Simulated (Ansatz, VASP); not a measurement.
## One calculation of PbS, two programs

Contents of INCAR:

```
SYSTEM = PbS
ALGO = Normal
EDIFF = 1E-6
ENCUT = 520
GGA = CA
ISIF = 2
ISMEAR = -1
LASPH = .True.
LCHARG = .True.
LELF = .True.
LREAL = .False.
LVHAR = .True.
LWAVE = .False.
NBANDS = 17
NELM = 80
PREC = Accurate
SIGMA = 0.01
```

KPOINTS

```
k-points
0
Gamma
  8 8 8
  0 0 0
```

POSCAR

```
PbS
1.0
    0.0000000000      3.0539500000      2.9650000000
    3.0539500000      0.0000000000      2.9650000000
    3.0539500000      3.0539500000      0.0000000000
Pb S
1 1
Direct
    0.0000000000      0.0000000000      0.0000000000
    0.5000000000      0.5000000000      0.5000000000
```

Input for Ansatz:

```yaml
crystal:
  lattice:
    - [0.0, 3.05395, 2.965]
    - [3.05395, 0.0, 2.965]
    - [3.05395, 3.05395, 0.0]
  atoms:
    - { symbol: Pb, position: [0.0, 0.0, 0.0] }
    - { symbol: S, position: [0.5, 0.5, 0.5] }
kpoints:
  mp_grid: { grid: [8, 8, 8] }
  band_path:
    path:
      - [0.0, 0.0, 0.0]
      - [0.0, 0.5, 0.5]
      - [0.25, 0.75, 0.5]
      - [0.0, 0.5, 0.0]
      - [0.0, 0.0, 0.0]
      - [0.5, 0.5, 0.0]
      - [0.3826125, 0.6173875, 0.0]
      - [-0.3826125, 0.3826125, 0.0]
      - [0.0, 0.0, 0.0]
    npoints: 5
scf:
  occupations: { method: fermi_dirac, width: 0.01 }
hamiltonian:
  xc: lda
  pseudopotentials: { kind: all_electron, lapw: { basis_error: 0.0005 } }
output:
  forces: true
  stress: true
  eigenvalues: true
```

Change from the starting cell: equal xx and yy strain of +3 %.

Alike in both runs: task single point; functional LDA; k mesh 8 × 8 × 8; occupations fermi-dirac, width 0.01 eV; no spin polarisation.

```csv
,VASP,Ansatz
version,VASP 6.6.1,Ansatz 0.2.0
potentials or method,"VASP PAW LDA potentials, release 64 (Pb_d, S), cutoff 520 eV","all-electron LAPW, scalar-relativistic"
```

|  | VASP | Ansatz | Ansatz less VASP |
| --- | --- | --- | --- |
| gap on the k mesh at the Fermi level (eV) | 0.38 | 0.40 | +0.018 |
| pressure (GPa) | -5.2 | -5.2 | -0.01 |
| traceless stress, the component that is largest in VASP (GPa) | 1.86 | 1.84 | -0.019 |

LDA's correlation is that of Perdew and Zunger in VASP and of Perdew and Wang (1992) in Ansatz. Ansatz ran all-electron here, and VASP with PAW potentials.

Neither program's run includes spin-orbit coupling.
